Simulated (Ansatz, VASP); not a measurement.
**Mg3Zn2O: VASP beside Ansatz**

The input INCAR:

```
PREC     = Accurate       # precision mode
ENCUT    = 520            # plane-wave cutoff, eV
EDIFF    = 1E-6           # SCF threshold, eV
ISMEAR   = 0              # smearing method
SIGMA    = 0.1            # smearing width, eV
LREAL    = False          # projectors in reciprocal space
LASPH    = True           # aspherical terms in the spheres
NELM     = 150            # most SCF steps
ALGO     = Normal         # electronic algorithm
ISIF     = 2              # what is computed and relaxed
LWAVE    = False          # write WAVECAR
LCHARG   = False          # write CHGCAR
ISPIN    = 2              # spin polarisation
MAGMOM   = 0 0 0 0 0 1    # initial moments
LORBIT   = 11             # projections on sites
GGA      = PE             # functional
NBANDS   = 31             # bands
```

Contents of KPOINTS:

```
regular mesh
0
Gamma
  6 6 6
```

Contents of POSCAR:

```
Mg3Zn2O
1.0
    2.6222914700      1.5139806900      3.7045569000
   -2.6222914700      1.5139806900      3.7045569000
    0.0000000000     -3.0279613800      3.7045569000
Mg Zn O
3 2 1
Direct
    0.0000000000      0.0000000000      0.5000000000
    0.0000000000      0.5000000000      0.0000000000
    0.5000000000      0.0000000000      0.0000000000
    0.6293433300      0.6293433300      0.6293433300
    0.3706566700      0.3706566700      0.3706566700
    0.0000000000      0.0000000000      0.0000000000
```

Input for Ansatz:

```yaml
crystal:
  lattice:
    - [2.62229147, 1.51398069, 3.7045569]
    - [-2.62229147, 1.51398069, 3.7045569]
    - [0.0, -3.02796138, 3.7045569]
  atoms:
    - { symbol: Mg, position: [0.0, 0.0, 0.5] }
    - { symbol: Mg, position: [0.0, 0.5, 0.0] }
    - { symbol: Mg, position: [0.5, 0.0, 0.0] }
    - { symbol: Zn, position: [0.62934333, 0.62934333, 0.62934333] }
    - { symbol: Zn, position: [0.37065667, 0.37065667, 0.37065667] }
    - { symbol: O, position: [0.0, 0.0, 0.0], spin: 1.0 }
basis:
  ecutwfc: 420
kpoints:
  mp_grid: { grid: [6, 6, 6] }
hamiltonian:
  xc: pbe
scf:
  occupations: { method: gaussian, width: 0.1 }
  lower_state_search: "off"
output:
  forces: true
  stress: true
  eigenvalues: true
  populations: true
magnetization:
  spin_polarized: true
```

Change from the starting cell: species swapped into the Y2GeRh3 type (R-3m, No. 166).

Alike in both runs: task single point; functional PBE; k mesh 6 × 6 × 6; occupations gaussian, width 0.1 eV; collinear spin.

|  | VASP | Ansatz |
| --- | --- | --- |
| version | VASP 6.6.1 | Ansatz 0.2.0 |
| potentials or method | VASP PAW PBE potentials, release 64 (Mg, Zn, O), cutoff 520 eV | scalar-relativistic, plane waves, PAW |
| valence electrons in the cell | 36 | 60 |

Ansatz gave:

* gap on the k mesh at the Fermi level (eV): none
* pressure (GPa): 5.5
* traceless stress, the component that is largest in VASP (GPa): -24.57
* rms of the force components (eV/Å): 0.210
* net moment per atom (μB): 0.00

Problem. Estimate VASP's values.

Solution. gap on the k mesh at the Fermi level (eV): none; pressure (GPa): 5.4; traceless stress, the component that is largest in VASP (GPa): -24.63; rms of the force components (eV/Å): 0.210; net moment per atom (μB): 0.00.

Atom by atom the forces differ by 0.000 eV/Å (rms over components). A gap of «none» marks a metal or a gap that the smearing closes. VASP's potentials hold 36 valence electrons a cell and Ansatz's 60, so a difference there can come from the potentials and not from the codes. Ansatz's warnings: seeded moment not kept.
